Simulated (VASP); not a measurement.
# HfN (I-4m2) in VASP: notebook

Runs on HfN. Level: PBEsol. Tasks: single point.

All numbers are computed with VASP 6.6.1; they aren't measurements. Logs are shortened: lines on timing, memory, paths and dates and some standing lists are left out, and cuts for length are marked.

## Step 1: The cell of the first run

Symmetry: I-4m2, No. 119, tetragonal system. The conventional cell has a = 3.338 Å, b = 3.338 Å, c = 5.013 Å, α = 90.00°, β = 90.00°, γ = 90.00°. Within 2.8 Å of Hf (site symmetry -4m2) lie 4 N at 2.09 Å. Within 2.8 Å of N (site symmetry -4m2) lie 4 Hf at 2.09 Å.

## Step 2: Single point, PBEsol (strain -0.030 along x and y, +0.030 along z)

INCAR reads:

```
SYSTEM = HfN
PREC     = Accurate       ! precision mode
ENCUT    = 520            ! plane-wave cutoff, eV
EDIFF    = 1E-6           ! SCF threshold, eV
ISMEAR   = 0              ! smearing method
SIGMA    = 0.15           ! smearing width, eV
LREAL    = .False.        ! projectors in reciprocal space
LASPH    = .True.         ! aspherical terms in the spheres
NELM     = 100            ! most SCF steps
ALGO     = Normal         ! electronic algorithm
ISIF     = 2              ! what is computed and relaxed
LWAVE    = .False.        ! write WAVECAR
LCHARG   = .True.         ! write CHGCAR
GGA      = PS             ! functional
LELF     = .True.         ! ELF
LVHAR    = .True.       
NBANDS   = 14             ! bands
```

KPOINTS reads:

```
regular mesh
0
Gamma
  22 22 22
  0 0 0
```

POSCAR reads:

```
HfN
1.0
    0.0000000000      2.3605281007      2.5065401481
    2.3605281007      0.0000000000      2.5065401481
    2.3605281007      2.3605281007      0.0000000000
Hf N
1 1
Direct
    0.0000000000      0.0000000000      0.0000000000
    0.7500000000      0.7500000000      0.7500000000
```

Potentials or basis: VASP PAW PBE potentials, release 64 (Hf_pv, N).

The run is started by

```
$ cat potpaw_PBE.64/Hf_pv/POTCAR potpaw_PBE.64/N/POTCAR > POTCAR
$ mpirun -np 1 vasp_std > vasp.out
```

OUTCAR:

```text
SYSTEM = HfN
   PREC = Accurate
   ENCUT = 520
   EDIFF = 1E-6
   ISMEAR = 0
   LREAL = .False.
   LASPH = .True.
   NELM = 100
   ISIF = 2
   GGA = PS

 ion  position               nearest neighbor table
   1  0.000  0.000  0.000-   2 2.09   2 2.09   2 2.09   2 2.09
   2  0.750  0.750  0.750-   1 2.09   1 2.09   1 2.09   1 2.09

  LATTYP: Found a body centered tetragonal cell.
 ALAT       =     3.3382908544
 C/A-ratio  =     1.5016906899

  Lattice vectors:

 A1 = (  -2.3605281007,   0.0000000000,   2.5065401481)
 A2 = (   2.3605281007,   0.0000000000,   2.5065401481)
 A3 = (   0.0000000000,   2.3605281007,  -2.5065401481)

Analysis of symmetry for initial positions (statically):
=====================================================================
 Subroutine PRICEL returns:
 Original cell was already a primitive cell.

 Routine SETGRP: Setting up the symmetry group for a
 body centered tetragonal supercell.

 Subroutine GETGRP returns: Found  8 space group operations
 (whereof  8 operations were pure point group operations)
 out of a pool of 16 trial point group operations.

The static configuration has the point symmetry D_2d.

Analysis of symmetry for dynamics (positions and initial velocities):
=====================================================================
 Subroutine PRICEL returns:
 Original cell was already a primitive cell.

 Routine SETGRP: Setting up the symmetry group for a
 body centered tetragonal supercell.

 Subroutine GETGRP returns: Found  8 space group operations
 (whereof  8 operations were pure point group operations)
 out of a pool of 16 trial point group operations.

The dynamic configuration has the point symmetry D_2d.

 Subroutine INISYM returns: Found  8 space group operations
 (whereof  8 operations are pure point group operations),
 and found     1 'primitive' translations

----------------------------------------------------------------------------------------

                                     Primitive cell

  volume of cell :      27.9333

  direct lattice vectors                    reciprocal lattice vectors
     0.000000000  2.360528101  2.506540148    -0.211817008  0.211817008  0.199478153
     2.360528101  0.000000000  2.506540148     0.211817008 -0.211817008  0.199478153
     2.360528101  2.360528101  0.000000000     0.211817008  0.211817008 -0.199478153

  length of vectors
     3.443085307  3.443085307  3.338290854     0.359895017  0.359895017  0.359895017

  position of ions in fractional coordinates (direct lattice)
     0.000000000  0.000000000  0.000000000
     0.750000000  0.750000000  0.750000000

  ion indices of the primitive-cell ions
   primitive index   ion index
                 1           1
                 2           2

----------------------------------------------------------------------------------------

 KPOINTS: regular mesh

Automatic generation of k-mesh.
 Grid dimensions read from file:
 generate k-points for:   22   22   22

 Generating k-lattice:

  Cartesian coordinates                     Fractional coordinates (reciprocal lattice)
    -0.009628046  0.009628046  0.009067189     0.045454545  0.000000000  0.000000000
     0.009628046 -0.009628046  0.009067189     0.000000000  0.045454545  0.000000000
     0.009628046  0.009628046 -0.009067189     0.000000000  0.000000000  0.045454545

  Length of vectors
     0.016358864  0.016358864  0.016358864

  Shift w.r.t. Gamma in fractional coordinates (k-lattice)
     0.000000000  0.000000000  0.000000000

 Subroutine IBZKPT returns following result:
 ===========================================

 Found    834 irreducible k-points:

 Following reciprocal coordinates:
            Coordinates               Weight
  0.000000  0.000000  0.000000      1.000000
  0.045455 -0.000000  0.000000      8.000000
  0.090909 -0.000000  0.000000      8.000000
  0.136364 -0.000000  0.000000      8.000000
  0.181818 -0.000000  0.000000      8.000000
  0.227273 -0.000000  0.000000      8.000000
[... 16 lines left out ...]
  0.500000  0.045455  0.000000      8.000000
 -0.454545  0.045455  0.000000      8.000000
 [... further k-points ...]
   k-points           NKPTS =    834   k-points in BZ     NKDIM =    834   number of bands    NBANDS=     14
   number of dos      NEDOS =    301   number of ions     NIONS =      2
   total plane-waves  NPLWV =  21952
   dimension x,y,z NGX =    28 NGY =   28 NGZ =   28
   dimension x,y,z NGXF=    56 NGYF=   56 NGZF=   56
   ions per type =               1   1
   NGX,Y,Z   is equivalent  to a cutoff of  13.52, 13.52, 13.94 a.u.
   NGXF,Y,Z  is equivalent  to a cutoff of  27.04, 27.04, 27.89 a.u.
 SYSTEM =  HfN
   PREC   = accura    normal or accurate (medium, high low for compatibility)
   ISTART =      0    job   : 0-new  1-cont  2-samecut
   ICHARG =      2    charge: 1-file 2-atom 10-const
   ISPIN  =      1    spin polarized calculation?
   LNONCOLLINEAR =      F non collinear calculations
   LSORBIT =      F    spin-orbit coupling
   LASPH  =      T    aspherical Exc in radial PAW
   ENCUT  =  520.0 eV  38.22 Ry    6.18 a.u.   6.40  6.40  6.21*2*pi/ulx,y,z
   NELM   =    100;   NELMIN=  2; NELMDL= -5     # of ELM steps
   EDIFF  = 0.1E-05   stopping-criterion for ELM
   LREAL  =      F    real-space projection
   EDIFFG = 0.1E-04   stopping-criterion for IOM
   NSW    =      0    number of steps for IOM
   IBRION =     -1    ionic relax: 0-MD 1-quasi-New 2-CG
   NFREE  =      0    steps in history (QN), initial steepest desc. (CG)
   ISIF   =      2    stress and relaxation
   ISYM   =      2    0-nonsym 1-usesym 2-fastsym
   POTIM  = 0.5000    time-step for ionic-motion
   TEBEG  =    0.0;   TEEND  =   0.0 temperature during run
   PSTRESS=    0.0 pullay stress
   NELECT =      15.0000    total number of electrons
   NUPDOWN=      -1.0000    fix difference up-down
   EMIN   =  10.00;   EMAX   =-10.00  energy-range for DOS
   EFERMI =   0.00;   METHOD = LEGACY
   ISMEAR =     0;   SIGMA  =   0.15  broadening in eV -4-tet -1-fermi 0-gaus
   EFERMI_NEDOS =   21; number of points for ismear=-14 and -15
   IALGO  =     38    algorithm
   IMIX   =      4    mixing-type and parameters
     AMIX     =   0.40;   BMIX     =  1.00
     AMIX_MAG =   1.60;   BMIX_MAG =  1.00
  volume/ion in A,a.u.               =      13.97        94.25
  Fermi-wavevector in a.u.,A,eV,Ry     =   1.330651  2.514566 24.090921  1.770633
  Thomas-Fermi vector in A             =   2.459722
   LORBIT       =      0    0 simple, 1 ext, 2 COOP (PROOUT), +10 PAW based schemes
   GGA     = PS    functional components
   LHFCALC =     F    Hartree Fock is set to
   AEXX    =    0.0000 exact exchange contribution
   IVDW    =     0    specifies the selected vdW correction
   LEPSILON=     F    determine dielectric tensor
   LRPA    =     F    only Hartree local field effects (RPA)
 non-spin polarized calculation
 Gauss-broadening in eV      SIGMA  =   0.15
  energy-cutoff  :      520.00
  volume of cell :       27.93
 maximum number of plane-waves:       772
 NGX is ok and might be reduce to    28
   NGX = 13   NGY = 13   NGZ = 13

 number of electron      15.0000000 magnetization

 Free energy of the ion-electron system (eV)
  ---------------------------------------------------
  ext. energy  EPLUGINS =         0.00000000
  ---------------------------------------------------
  free energy    TOTEN  =       -22.22421429 eV

  energy without entropy =      -22.21713929  energy(sigma->0) =      -22.22067679

 E-fermi :   6.0694     XC(G=0): -11.6753

 val. band max:        6.0690872141   @ k =   0.4091   0.2727   0.1364
 cond. band min:       6.0733978887   @ k =   0.3636   0.2273   0.0909
 fundamental gap:      0.0043106746
 Fermi energy:         6.0694093369

 k-point     1 :       0.0000    0.0000    0.0000
  band No.  band energies     occupation
      1     -24.8062      2.00000
      2     -24.8039      2.00000
      3     -24.8039      2.00000
      4     -10.3349      2.00000
      5       0.2375      2.00000
      6       0.4172      2.00000
      7       0.4172      2.00000
      8       5.4309      2.00000
      9       7.9886      0.00000
     10       8.8009      0.00000
     11      12.2820      0.00000
     12      13.3454      0.00000
     13      13.3454      0.00000
     14      18.6226      0.00000

 k-point     2 :       0.0455   -0.0000    0.0000
  band No.  band energies     occupation
      1     -24.8178      2.00000
      2     -24.8074      2.00000
      3     -24.8052      2.00000
      4     -10.3058      2.00000
      5       0.2265      2.00000
      6       0.3921      2.00000
      7       0.4353      2.00000
      8       5.5499      2.00000
      9       7.9574      0.00000
     10       8.7486      0.00000
     11      12.3187      0.00000
     12      13.3143      0.00000
     13      13.4052      0.00000
     14      18.6198      0.00000

 k-point     3 :       0.0909   -0.0000    0.0000
  band No.  band energies     occupation
      1     -24.8554      2.00000
      2     -24.8133      2.00000
      3     -24.8086      2.00000
      4     -10.2216      2.00000
      5       0.1441      2.00000
      6       0.3864      2.00000
      7       0.4876      2.00000
      8       5.8781      1.92872
      9       7.8821      0.00000
     10       8.6126      0.00000
     11      12.3745      0.00000
     12      13.2683      0.00000
     13      13.5520      0.00000
     14      18.4850      0.00000
[... 324 lines left out ...]
 k-point    23 :       0.5000    0.0455    0.0000
  band No.  band energies     occupation
      1     -25.3964      2.00000
      2     -24.9100      2.00000
      3     -24.8649      2.00000
      4      -9.0924      2.00000
      5       0.2197      2.00000
      6       0.7886      2.00000
      7       1.1791      2.00000
      8       7.5904      0.00000
      9       8.8126      0.00000
     10       8.8892      0.00000
     11      10.5376      0.00000
     12      11.6778      0.00000
     13      11.9818      0.00000
     14      16.0173      0.00000

 k-point    24 :      -0.4545    0.0455    0.0000
  band No.  band energies     occupation
      1     -25.3946      2.00000
      2     -24.9106      2.00000
      3     -24.8626      2.00000
      4      -9.0992      2.00000
      5       0.1933      2.00000
      6       0.7967      2.00000
      7       1.1681      2.00000
      8       7.6263      0.00000
      9       8.7221      0.00000
     10       9.0129      0.00000
     11      10.5173      0.00000
     12      11.8453      0.00000
     13      11.8510      0.00000
     14      15.9484      0.00000

 [... further k-points ...]

------------------------ aborting loop because EDIFF is reached ----------------------------------------

  FORCE on cell =-STRESS in cart. coord.  units (eV):
  Direction    XX          YY          ZZ          XY          YZ          ZX
  --------------------------------------------------------------------------------------
  -------------------------------------------------------------------------------------
  Total        1.5778403      1.5778403     -0.1253611      0.0000000      0.0000000      0.0000000
  in kB       90.5004273     90.5004273     -7.1903530      0.0000000      0.0000000      0.0000000
  external PRESSURE =      57.9368339 kB  Pullay stress =       0.0000000 kB

 VOLUME and BASIS-vectors are now :
 -----------------------------------------------------------------------------
  energy-cutoff  :      520.00
  volume of cell :       27.93
      direct lattice vectors                 reciprocal lattice vectors
     0.000000000  2.360528101  2.506540148    -0.211817008  0.211817008  0.199478153
     2.360528101  0.000000000  2.506540148     0.211817008 -0.211817008  0.199478153
     2.360528101  2.360528101  0.000000000     0.211817008  0.211817008 -0.199478153

 POSITION                                       TOTAL-FORCE (eV/Angst)
 -----------------------------------------------------------------------------------
      0.00000      0.00000      0.00000         0.000000      0.000000      0.000000
      3.54079      3.54079      3.75981        -0.000000     -0.000000     -0.000000
 -----------------------------------------------------------------------------------
    total drift:                               -0.000000     -0.000000      0.000000

  FREE ENERGIE OF THE ION-ELECTRON SYSTEM (eV)
  ---------------------------------------------------
  free  energy   TOTEN  =       -22.2242142882 eV

  energy  without entropy=      -22.2171392887  energy(sigma->0) =      -22.22067679
```

Wall time 2.3 min (1 thread of Intel Xeon 6975P-C (Granite Rapids), shared host); peak memory 0.44 GiB.

Results:

```
Free energy            : -22.2242 eV
Pressure               : 5.8 GPa
Band gap on the k mesh : zero (an odd number of electrons rules out a gap without spin polarisation)
```

Caveat: the cell differs from its parent crystal (strain -0.030 along x and y, +0.030 along z); the stress differs along the axes, from -1 to 9 GPa; the PAW data sets were made with another functional, which shifts forces and pressure a little; spin-orbit coupling is left out, which moves the levels of the heavy elements; an odd number of electrons without spin polarisation forces a metal; a magnetic or distorted state may lie lower.

[end of part 1 of 2]
